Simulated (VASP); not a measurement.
# SrO (Fm-3m) in VASP: notebook

The runs below take SrO through single point, with r2SCAN.

Everything below comes from runs of VASP 6.6.1. Logs are shortened: lines on timing, memory, paths and dates and some standing lists are left out, and cuts for length are marked.

### 1 The cell of the first run

The structure is cubic, space group Fm-3m (No. 225). Conventional cell: a = 5.160 Å, b = 5.160 Å, c = 5.160 Å, α = 90.00°, β = 90.00°, γ = 90.00°. Within 3.4 Å of Sr (site symmetry m-3m) lie 6 O at 2.58 Å. O (site symmetry m-3m) has 6 Sr at 2.58 Å within 3.4 Å.

### 2 Single point, r2SCAN

Input file POSCAR:

```
SrO
1.0
    0.0000000000      2.5798927166      2.5798927166
    2.5798927166      0.0000000000      2.5798927166
    2.5798927166      2.5798927166      0.0000000000
Sr O
1 1
Direct
    0.5000000000      0.5000000000      0.5000000000
    0.0000000000      0.0000000000      0.0000000000
```

Input file INCAR.step1:

```
SYSTEM = SrO
ALGO = Normal
EDIFF = 1E-4
ENCUT = 520
GGA = PE
ISMEAR = 1
LASPH = .True.
LCHARG = .False.
LREAL = .False.
LWAVE = .True.
NBANDS = 15
NELM = 100
PREC = Accurate
SIGMA = 0.05
```

Input file INCAR.step2:

```
SYSTEM = SrO
ALGO = Normal
EDIFF = 1E-6
ENCUT = 520
ISIF = 2
ISMEAR = 1
ISTART = 1
LASPH = .True.
LCHARG = .False.
LMIXTAU = .True.
LREAL = .False.
LWAVE = .False.
METAGGA = R2SCAN
NBANDS = 15
NELM = 100
PREC = Accurate
SIGMA = 0.05
```

Input file KPOINTS:

```
k-points
0
Gamma
  6 6 6
  0 0 0
```

Potentials or basis: VASP PAW PBE potentials, release 64 (Sr_sv, O).

Started as:

```
cat potpaw_PBE.64/Sr_sv/POTCAR potpaw_PBE.64/O/POTCAR > POTCAR
cp INCAR.step1 INCAR
mpirun -np 1 vasp_std > vasp.out
cp INCAR.step2 INCAR
mpirun -np 1 vasp_std > vasp.out
```

OUTCAR:

```text
SYSTEM = SrO
   EDIFF = 1E-6
   ENCUT = 520
   ISIF = 2
   ISMEAR = 1
   ISTART = 1
   LASPH = .True.
   LREAL = .False.
   METAGGA = R2SCAN
   NELM = 100
   PREC = Accurate

 ion  position               nearest neighbor table
   1  0.500  0.500  0.500-   2 2.58   2 2.58   2 2.58   2 2.58   2 2.58   2 2.58
   2  0.000  0.000  0.000-   1 2.58   1 2.58   1 2.58   1 2.58   1 2.58   1 2.58

  LATTYP: Found a face centered cubic cell.
 ALAT       =     5.1597854332

  Lattice vectors:

 A1 = (   0.0000000000,   2.5798927166,   2.5798927166)
 A2 = (   2.5798927166,   0.0000000000,   2.5798927166)
 A3 = (   2.5798927166,   2.5798927166,   0.0000000000)

Analysis of symmetry for initial positions (statically):
=====================================================================
 Subroutine PRICEL returns:
 Original cell was already a primitive cell.

 Routine SETGRP: Setting up the symmetry group for a
 face centered cubic supercell.

 Subroutine GETGRP returns: Found 48 space group operations
[... 9 lines left out ...]

 Routine SETGRP: Setting up the symmetry group for a
 face centered cubic supercell.

 Subroutine GETGRP returns: Found 48 space group operations
[... 11 lines left out ...]
                                     Primitive cell

  volume of cell :      34.3427

  direct lattice vectors                    reciprocal lattice vectors
     0.000000000  2.579892717  2.579892717    -0.193806509  0.193806509  0.193806509
     2.579892717  0.000000000  2.579892717     0.193806509 -0.193806509  0.193806509
     2.579892717  2.579892717  0.000000000     0.193806509  0.193806509 -0.193806509

  length of vectors
     3.648519269  3.648519269  3.648519269     0.335682720  0.335682720  0.335682720

  position of ions in fractional coordinates (direct lattice)
     0.500000000  0.500000000  0.500000000
     0.000000000  0.000000000  0.000000000

  ion indices of the primitive-cell ions
   primitive index   ion index
                 1           1
                 2           2

----------------------------------------------------------------------------------------

 KPOINTS: k-points

Automatic generation of k-mesh.
 Grid dimensions read from file:
 generate k-points for:    6    6    6

 Generating k-lattice:

  Cartesian coordinates                     Fractional coordinates (reciprocal lattice)
    -0.032301085  0.032301085  0.032301085     0.166666667  0.000000000  0.000000000
     0.032301085 -0.032301085  0.032301085     0.000000000  0.166666667  0.000000000
     0.032301085  0.032301085 -0.032301085     0.000000000  0.000000000  0.166666667

  Length of vectors
     0.055947120  0.055947120  0.055947120

  Shift w.r.t. Gamma in fractional coordinates (k-lattice)
     0.000000000  0.000000000  0.000000000

 Subroutine IBZKPT returns following result:
 ===========================================

 Found     16 irreducible k-points:

 Following reciprocal coordinates:
            Coordinates               Weight
  0.000000  0.000000  0.000000      1.000000
  0.166667  0.000000  0.000000      8.000000
  0.333333  0.000000  0.000000      8.000000
  0.500000  0.000000  0.000000      4.000000
  0.166667  0.166667  0.000000      6.000000
  0.333333  0.166667  0.000000     24.000000
[... 8 lines left out ...]
 -0.333333  0.333333  0.166667     24.000000
 -0.333333  0.500000  0.166667     12.000000
   k-points           NKPTS =     16   k-points in BZ     NKDIM =     16   number of bands    NBANDS=     15
   number of dos      NEDOS =    301   number of ions     NIONS =      2
   total plane-waves  NPLWV =  21952
   dimension x,y,z NGX =    28 NGY =   28 NGZ =   28
   dimension x,y,z NGXF=    56 NGYF=   56 NGZF=   56
   ions per type =               1   1
   NGX,Y,Z   is equivalent  to a cutoff of  12.76, 12.76, 12.76 a.u.
   NGXF,Y,Z  is equivalent  to a cutoff of  25.52, 25.52, 25.52 a.u.
 SYSTEM =  SrO
   PREC   = accura    normal or accurate (medium, high low for compatibility)
   ISTART =      1    job   : 0-new  1-cont  2-samecut
   ICHARG =      0    charge: 1-file 2-atom 10-const
   ISPIN  =      1    spin polarized calculation?
   LNONCOLLINEAR =      F non collinear calculations
   LSORBIT =      F    spin-orbit coupling
   LASPH  =      T    aspherical Exc in radial PAW
   ENCUT  =  520.0 eV  38.22 Ry    6.18 a.u.   6.78  6.78  6.78*2*pi/ulx,y,z
   NELM   =    100;   NELMIN=  2; NELMDL=  0     # of ELM steps
   EDIFF  = 0.1E-05   stopping-criterion for ELM
   LREAL  =      F    real-space projection
   EDIFFG = 0.1E-04   stopping-criterion for IOM
   NSW    =      0    number of steps for IOM
   IBRION =     -1    ionic relax: 0-MD 1-quasi-New 2-CG
   NFREE  =      0    steps in history (QN), initial steepest desc. (CG)
   ISIF   =      2    stress and relaxation
   ISYM   =      2    0-nonsym 1-usesym 2-fastsym
   POTIM  = 0.5000    time-step for ionic-motion
   TEBEG  =    0.0;   TEEND  =   0.0 temperature during run
   PSTRESS=    0.0 pullay stress
   NELECT =      16.0000    total number of electrons
   NUPDOWN=      -1.0000    fix difference up-down
   EMIN   =  10.00;   EMAX   =-10.00  energy-range for DOS
   EFERMI =   0.00;   METHOD = LEGACY
   ISMEAR =     1;   SIGMA  =   0.05  broadening in eV -4-tet -1-fermi 0-gaus
   EFERMI_NEDOS =   21; number of points for ismear=-14 and -15
   IALGO  =     38    algorithm
   IMIX   =      4    mixing-type and parameters
     AMIX     =   0.40;   BMIX     =  1.00
     AMIX_MAG =   1.60;   BMIX_MAG =  1.00
  volume/ion in A,a.u.               =      17.17       115.88
  Fermi-wavevector in a.u.,A,eV,Ry     =   1.269121  2.398292 21.914485  1.610669
  Thomas-Fermi vector in A             =   2.402180
   LORBIT       =      0    0 simple, 1 ext, 2 COOP (PROOUT), +10 PAW based schemes
   METAGGA = R2SCAN    functional components
   LHFCALC =     F    Hartree Fock is set to
   AEXX    =    0.0000 exact exchange contribution
   IVDW    =     0    specifies the selected vdW correction
   LEPSILON=     F    determine dielectric tensor
   LRPA    =     F    only Hartree local field effects (RPA)
 non-spin polarized calculation
 Methfessel and Paxton  Order N= 1 SIGMA  =   0.05
  energy-cutoff  :      520.00
  volume of cell :       34.34
 maximum number of plane-waves:       941
   NGX = 13   NGY = 13   NGZ = 13

 number of electron      15.9999998 magnetization

 Free energy of the ion-electron system (eV)
  ---------------------------------------------------
  ext. energy  EPLUGINS =         0.00000000
  ---------------------------------------------------
  free energy    TOTEN  =       -27.05559303 eV

  energy without entropy =      -27.05563847  energy(sigma->0) =      -27.05560818

 E-fermi :   1.3358     XC(G=0): -10.5327

 val. band max:        1.2941118637   @ k =   0.0000   0.0000   0.0000
 cond. band min:       5.0416254305   @ k =   0.5000   0.5000   0.0000
 fundamental gap:      3.7475135668
 Fermi energy:         1.3358104159

 k-point     1 :       0.0000    0.0000    0.0000
  band No.  band energies     occupation
      1     -32.2154      2.00000
      2     -14.7212      2.00000
      3     -13.2492      2.00000
      4     -13.2492      2.00000
      5     -13.2492      2.00000
      6       1.2941      1.99648
      7       1.2941      1.99647
      8       1.2941      1.99647
      9       5.8762      0.00000
     10       8.0478      0.00000
     11       8.0478      0.00000
     12       8.0478      0.00000
     13      10.3455      0.00000
     14      10.3455      0.00000
     15      14.5391      0.00000

 k-point     2 :       0.1667    0.0000    0.0000
  band No.  band energies     occupation
      1     -32.1825      2.00000
      2     -15.1765      2.00000
      3     -13.2682      2.00000
      4     -13.2682      2.00000
      5     -12.8746      2.00000
      6       0.6134      2.00000
      7       0.9771      2.00000
      8       0.9771      2.00000
      9       7.0057      0.00000
     10       7.8310      0.00000
     11       8.5867      0.00000
     12       8.5867      0.00000
     13      11.0422      0.00000
     14      11.0422      0.00000
     15      16.2160      0.00000

 k-point     3 :       0.3333    0.0000    0.0000
  band No.  band energies     occupation
      1     -32.1158      2.00000
      2     -15.8051      2.00000
      3     -13.3057      2.00000
      4     -13.3057      2.00000
      5     -12.4091      2.00000
      6      -0.3888      2.00000
      7       0.4281      2.00000
      8       0.4281      2.00000
      9       7.9942      0.00000
     10       9.1510      0.00000
     11       9.8931      0.00000
     12       9.8931      0.00000
     13      12.6127      0.00000
     14      12.6127      0.00000
     15      17.8293      0.00000

 k-point     4 :       0.5000    0.0000    0.0000
  band No.  band energies     occupation
      1     -32.0820      2.00000
      2     -16.0608      2.00000
      3     -13.3240      2.00000
      4     -13.3240      2.00000
      5     -12.2349      2.00000
      6      -0.8034      2.00000
      7       0.1850      2.00000
      8       0.1850      2.00000
      9       8.3604      0.00000
     10      10.2873      0.00000
     11      10.7166      0.00000
     12      10.7166      0.00000
     13      13.8735      0.00000
     14      13.8735      0.00000
     15      16.9403      0.00000
[... 163 lines left out ...]
 k-point    14 :       0.5000    0.3333    0.1667
  band No.  band energies     occupation
      1     -32.0740      2.00000
      2     -15.5619      2.00000
      3     -13.6444      2.00000
      4     -13.4886      2.00000
      5     -12.7310      2.00000
      6      -0.0110      2.00000
      7       0.4817      2.00000
      8       0.9401      2.00000
      9       6.8418      0.00000
     10       9.0973      0.00000
     11      10.7165      0.00000
     12      11.2884      0.00000
     13      12.7809      0.00000
     14      14.0409      0.00000
     15      16.5462      0.00000

 k-point    15 :      -0.3333    0.3333    0.1667
  band No.  band energies     occupation
      1     -32.0522      2.00000
      2     -15.5516      2.00000
      3     -13.7524      2.00000
      4     -13.6259      2.00000
      5     -12.6983      2.00000
      6       0.0036      2.00000
      7       0.6293      2.00000
      8       0.6891      2.00000
      9       8.0093      0.00000
     10       8.1402      0.00000
     11      10.9046      0.00000
     12      11.9638      0.00000
     13      13.4182      0.00000
     14      15.2130      0.00000
     15      15.6814      0.00000

 k-point    16 :      -0.3333    0.5000    0.1667
  band No.  band energies     occupation
      1     -32.0427      2.00000
      2     -15.1764      2.00000
      3     -14.0240      2.00000
      4     -13.7438      2.00000
      5     -12.9543      2.00000
      6       0.4316      2.00000
      7       0.8266      2.00000
      8       0.9605      2.00000
      9       6.4261      0.00000
     10       9.4101      0.00000
     11      10.3807      0.00000
     12      12.9321      0.00000
     13      12.9761      0.00000
     14      15.2302      0.00000
     15      15.4468      0.00000

------------------------ aborting loop because EDIFF is reached ----------------------------------------

  FORCE on cell =-STRESS in cart. coord.  units (eV):
  Direction    XX          YY          ZZ          XY          YZ          ZX
  --------------------------------------------------------------------------------------
  -------------------------------------------------------------------------------------
  Total        0.1129136      0.1129136      0.1129136      0.0000000     -0.0000000     -0.0000000
  in kB        5.2677128      5.2677128      5.2677128      0.0000000     -0.0000000     -0.0000000
  external PRESSURE =       5.2677128 kB  Pullay stress =       0.0000000 kB

 VOLUME and BASIS-vectors are now :
 -----------------------------------------------------------------------------
  energy-cutoff  :      520.00
  volume of cell :       34.34
      direct lattice vectors                 reciprocal lattice vectors
     0.000000000  2.579892717  2.579892717    -0.193806509  0.193806509  0.193806509
     2.579892717  0.000000000  2.579892717     0.193806509 -0.193806509  0.193806509
     2.579892717  2.579892717  0.000000000     0.193806509  0.193806509 -0.193806509

 POSITION                                       TOTAL-FORCE (eV/Angst)
 -----------------------------------------------------------------------------------
      2.57989      2.57989      2.57989         0.000000      0.000000     -0.000000
      0.00000      0.00000      0.00000         0.000000      0.000000      0.000000
 -----------------------------------------------------------------------------------
    total drift:                                0.000000      0.000000      0.000000

  FREE ENERGIE OF THE ION-ELECTRON SYSTEM (eV)
  ---------------------------------------------------
  free  energy   TOTEN  =       -27.0555930279 eV

  energy  without entropy=      -27.0556384726  energy(sigma->0) =      -27.05560818
```

It took 30 s on 1 thread of AMD EPYC 9R45 (Zen 5), shared host; peak memory 0.14 GiB.

Results:

```yaml
Free_energy: -27.0556 eV
Pressure: 0.5 GPa
Band_gap_on_the_k_mesh: 3.75 eV, indirect (least direct gap 3.84 eV)
```

Levels at points of the mesh, in eV from the valence-band top:
```tsv
k point	band 4	band 5	band 6	band 7	band 8	band 9	band 10	band 11	band 12	band 13
(0.00, 0.00, 0.00)	-14.54	-14.54	0.00	0.00	0.00	4.58	6.75	6.75	6.75	9.05
(0.50, 0.00, 0.00)	-14.62	-13.53	-2.10	-1.11	-1.11	7.07	8.99	9.42	9.42	12.58
(0.50, 0.50, 0.00)	-14.89	-14.89	-0.45	-0.09	-0.09	3.75	8.44	10.85	11.02	11.63
```

Caveat: the PAW data sets were made with another functional, which shifts forces and pressure a little. r2SCAN opens gaps a little over a GGA but as a rule still falls short of measured ones.

### 3 Single point, r2SCAN

POSCAR is that of step 2.

Input file INCAR.step1:

```
SYSTEM = SrO
ALGO = Normal
EDIFF = 1E-4
ENCUT = 520
GGA = PE
ISMEAR = 0
LASPH = .TRUE.
LCHARG = .FALSE.
LREAL = .FALSE.
LWAVE = .TRUE.
NBANDS = 15
NELM = 80
PREC = Accurate
SIGMA = 0.001
```

Input file INCAR.step2:

```
SYSTEM = SrO
ALGO = Normal
EDIFF = 1E-6
ENCUT = 520
ISIF = 2
ISMEAR = 0
ISTART = 1
LASPH = .TRUE.
LCHARG = .FALSE.
LMIXTAU = .TRUE.
LREAL = .FALSE.
LWAVE = .FALSE.
METAGGA = R2SCAN
NBANDS = 15
NELM = 80
PREC = Accurate
SIGMA = 0.001
```

Input file KPOINTS:

```
k-points
0
G
  6 6 6
  0 0 0
```

Potentials or basis: VASP PAW PBE potentials, release 64 (Sr_sv, O).

Started as:

```
cat potpaw_PBE.64/Sr_sv/POTCAR potpaw_PBE.64/O/POTCAR > POTCAR
cp INCAR.step1 INCAR
mpirun -np 1 vasp_std > vasp.out
cp INCAR.step2 INCAR
mpirun -np 1 vasp_std > vasp.out
```

Wall time 32 s (1 thread of AMD EPYC 9R45 (Zen 5), shared host); peak memory 0.13 GiB.

The run converged. Its results:

| Quantity | Value |
| --- | --- |
| Free energy | -27.0556 eV |
| Pressure | 0.5 GPa |
| Band gap on the k mesh | 3.75 eV, indirect (least direct gap 3.84 eV) |

Levels at points of the mesh, in eV from the valence-band top:
| k point | band 5 | band 6 | band 7 | band 8 | band 9 | band 10 | band 11 | band 12 |
| --- | --- | --- | --- | --- | --- | --- | --- | --- |
| (0.00, 0.00, 0.00) | -14.54 | 0.00 | 0.00 | 0.00 | 4.58 | 6.75 | 6.75 | 6.75 |
| (0.50, 0.00, 0.00) | -13.53 | -2.10 | -1.11 | -1.11 | 7.07 | 8.99 | 9.42 | 9.42 |
| (0.50, 0.50, 0.00) | -14.89 | -0.45 | -0.09 | -0.09 | 3.75 | 8.44 | 10.85 | 11.02 |

Caveat: the PAW data sets were made with another functional, which shifts forces and pressure a little. A k mesh can miss the band edges.

[end of part 1 of 2]
